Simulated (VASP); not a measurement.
Set up this calculation in VASP 6.6.1, as the native input.

```
Task                   : single point
Functional             : PBEsol
Potentials or basis    : VASP PAW PBE potentials, release 64 (I)
Cutoff                 : 520 eV
k mesh                 : 6 × 6 × 2
Occupations            : gaussian, width 0.1 eV
Spin                   : no spin polarisation
Dipole correction      : no
Further INCAR settings : ALGO = Normal; EDIFF = 1e-07; NBANDS = 22
```

The structure of I lies in POSCAR:

```
I
1.0
    5.0344120681      0.0000000000      0.0000000000
   -2.5172060341      4.3599287441      0.0000000000
    0.0000000000      0.0000000000      8.3067799124
I
4
Direct
    0.3333333333      0.6666666667      0.4375000000
    0.6666666667      0.3333333333      0.9375000000
    0.6666666667      0.3333333333      0.5625000000
    0.3333333333      0.6666666667      0.0625000000
```

The input as run:

INCAR

```
ALGO = Normal ; EDIFF = 1E-7
ENCUT = 520 ; GGA = PS
ISIF = 2 ; ISMEAR = 0
LASPH = T ; LCHARG = F
LREAL = F ; LWAVE = F
NBANDS = 22 ; NELM = 100
PREC = Accurate ; SIGMA = 0.1
```

KPOINTS

```
k-points
0
Gamma
  6 6 2
```

Potentials or basis: VASP PAW PBE potentials, release 64 (I).

The run is started by

```bash
$ cat potpaw_PBE.64/I/POTCAR > POTCAR
$ mpirun -np 1 vasp_std > vasp.out
```

It gave:

```yaml
Pressure: 4.3 GPa
Largest_force: 0.133 eV/Å
Band_gap_on_the_k_mesh: zero (band 14 reaches 3.04 eV, above the bottom of band 15 at 1.94 eV)
```

Caveat: the k points lie up to 0.38 Å⁻¹ apart; the PAW data sets were made with another functional, which shifts forces and pressure a little; spin-orbit coupling is left out, which moves the levels of the heavy elements.

Run time: 23 s on 1 thread of Intel(R) Xeon(R) 6975P-C (Granite Rapids), with other jobs on the host, peak memory 0.28 GiB.
